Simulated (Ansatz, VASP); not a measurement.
## MgH2 in VASP and in Ansatz

```
Mg H
1.0
     3.02134    0.00000    0.00000
    -1.51067    2.61656    0.00000
     0.00000    0.00000    9.20597
Mg H
2 4
Direct
  0.33333 0.66667 0.29912
  0.66667 0.33333 0.79912
  0.33333 0.66667 0.69848
  0.66667 0.33333 0.19848
  0.00000 0.00000 0.89942
  0.00000 0.00000 0.39942
```

Change from the starting cell: species swapped into the CaGe2 type (P6_3mc, No. 186).

Alike in both runs: functional PBE; k mesh 4 × 4 × 2; occupations gaussian, width 0.15 eV; no spin polarisation.

Ansatz relaxed the structure, and its values are those at the end. VASP's run is a single point on that final structure, the one shown.

```csv
,VASP,Ansatz
version,VASP 6.6.1,Ansatz 0.2.0
potentials or method,"VASP PAW PBE potentials, release 64 (Mg, H), cutoff 600 eV","scalar-relativistic, plane waves, PAW"
valence electrons in the cell,8,24
```

Ansatz gave:

| Item | Value |
| --- | --- |
| gap on the k mesh at the Fermi level (eV) | 4.36 |
| least direct gap on the mesh (eV) | 4.88 |
| pressure (GPa) | 0.2 |
| rms of the force components (eV/Å) | 0.005 |

Question: Estimate VASP's values.

Answer: gap on the k mesh at the Fermi level (eV): 4.36; least direct gap on the mesh (eV): 4.87; pressure (GPa): 0.0; rms of the force components (eV/Å): 0.003.

With one functional, cell and mesh, what is left measures potentials, basis and numerics. VASP's potentials hold 8 valence electrons a cell and Ansatz's 24, so a difference there can come from the potentials and not from the codes.

The k mesh is coarse, so the values compare programs but aren't converged.
